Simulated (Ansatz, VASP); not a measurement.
# Ge in VASP and in Ansatz

Contents of INCAR:

```
PREC = Accurate ; ENCUT = 520
EDIFF = 1E-7 ; ISMEAR = -1
SIGMA = 0.05 ; LREAL = False
LASPH = True ; NELM = 100
ALGO = Normal ; ISIF = 2
LWAVE = False ; LCHARG = False
GGA = PE ; NBANDS = 36
```

File KPOINTS:

```
Automatic mesh
0
Gamma
  8 8 3
```

POSCAR

```
Ge
1.0
    4.0504045371      0.0000000000      0.0000000000
   -2.0252022685      3.5077532247      0.0000000000
    0.0000000000      0.0000000000     10.9933590000
Ge
4
Direct
    0.6666666667      0.3333333333      0.4148480000
    0.3333333333      0.6666666667      0.9148480000
    0.0000000000      0.0000000000      0.4774520000
    0.0000000000      0.0000000000      0.9774520000
```

The input input.yaml:

```yaml
crystal:
  lattice:
    - [4.0504045371, 0.0, 0.0]
    - [-2.0252022685, 3.5077532247, 0.0]
    - [0.0, 0.0, 10.993359]
  atoms:
    - { symbol: Ge, position: [0.6666666667, 0.3333333333, 0.414848] }
    - { symbol: Ge, position: [0.3333333333, 0.6666666667, 0.914848] }
    - { symbol: Ge, position: [0.0, 0.0, 0.477452] }
    - { symbol: Ge, position: [0.0, 0.0, 0.977452] }
hamiltonian:
  xc: pbe
  pseudopotentials: { kind: paw }
kpoints:
  mp_grid: { grid: [8, 8, 3] }
scf:
  occupations: { method: fermi_dirac, width: 0.05 }
output:
  forces: true
  stress: true
  eigenvalues: true
  write_density: true
  write_potential: true
  elf: true
  volumetric_format: npy
```

Alike in both runs: task single point; functional PBE; k mesh 8 × 8 × 3; occupations fermi-dirac, width 0.05 eV; no spin polarisation.

|  | VASP | Ansatz |
| --- | --- | --- |
| version | VASP 6.6.1 | Ansatz 0.2.0 |
| potentials or method | VASP PAW PBE potentials, release 64 (Ge_d) | Ansatz PAW |
| plane-wave cutoff (eV) | 520 | 420 |
| valence electrons in the cell | 56 | 56 |

```tsv
	VASP	Ansatz	Ansatz less VASP
gap on the k mesh at the Fermi level (eV)	0.68	0.68	0.000
least direct gap on the mesh (eV)	0.68	0.68	0.000
pressure (GPa)	-0.3	-0.3	+0.04
rms of the force components (eV/Å)	0.014	0.016	+0.0014
```

Atom by atom the forces differ by 0.001 eV/Å (rms over components). The functional is the same, so the differences come from potentials, cutoffs and numerics.

Noted on Ansatz's run: odd divisions of the mesh miss points on the zone boundary, where band edges often lie, so the gap on the mesh can be too wide.
